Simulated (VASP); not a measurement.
## CaSe: relaxation of cell and atoms with PBE

The system is CaSe.

```xyz
2
Lattice="0.0000 2.9794 2.9794 2.9794 0.0000 2.9794 2.9794 2.9794 0.0000" Properties=species:S:1:pos:R:3 pbc="T T T"
Ca    0.0000    0.0000    0.0000
Se    2.9794    2.9794    2.9794
```

```json
{
  "Program": "VASP 6.6.1",
  "Task": "relaxation of cell and atoms",
  "Functional": "PBE",
  "Potentials or basis": "VASP PAW PBE potentials, release 64 (Ca_sv, Se)",
  "Cutoff": "600 eV",
  "k mesh": "8 × 8 × 8",
  "Occupations": "gaussian, width 0.01 eV",
  "Spin": "no spin polarisation",
  "Dipole correction": "no",
  "Further INCAR settings": "ALGO = Normal; EDIFF = 1e-06; IBRION = 2; EDIFFG = -0.001; NSW = 80; ISIF = 3"
}
```

```
Relaxed volume                         : 26.54 Å³/atom
Relaxed cell                           : a = 4.218 Å, b = 4.218 Å, c = 4.218 Å, α = 60.00°, β = 60.00°, γ = 60.00°
Space group after relaxing (to 0.05 Å) : Fm-3m (No. 225)
Energy gained by relaxing              : 0.0 meV/atom
Ionic steps                            : 3
Pressure after relaxing                : 0.0 GPa
Band gap on the k mesh                 : 2.08 eV, indirect (least direct gap 2.99 eV)
```

Final structure:
```yaml
crystal:
  lattice:
    - [0.00000, 2.98271, 2.98271]
    - [2.98271, 0.00000, 2.98271]
    - [2.98271, 2.98271, 0.00000]
  atoms:
    - { symbol: Ca, position: [0.00000, 0.00000, 0.00000] }
    - { symbol: Se, position: [0.50000, 0.50000, 0.50000] }
```

Levels at points of the mesh, in eV from the valence-band top:
| k point | band 5 | band 6 | band 7 | band 8 | band 9 | band 10 | band 11 | band 12 |
| --- | --- | --- | --- | --- | --- | --- | --- | --- |
| (0.00, 0.00, 0.00) | -11.71 | 0.00 | 0.00 | 0.00 | 3.21 | 3.71 | 3.71 | 3.71 |
| (0.50, 0.00, 0.00) | -11.06 | -3.19 | -1.15 | -1.15 | 4.48 | 5.41 | 5.44 | 5.44 |
| (0.50, 0.50, 0.00) | -11.16 | -2.46 | -0.91 | -0.91 | 2.08 | 4.94 | 5.00 | 5.92 |

It took 44 s on 1 thread of Intel(R) Xeon(R) Platinum 8488C (Sapphire Rapids), with other jobs on the host, peak memory 0.21 GiB.

A k mesh can miss the band edges. PBE gaps usually lie below the measured ones, often by a third to a half.
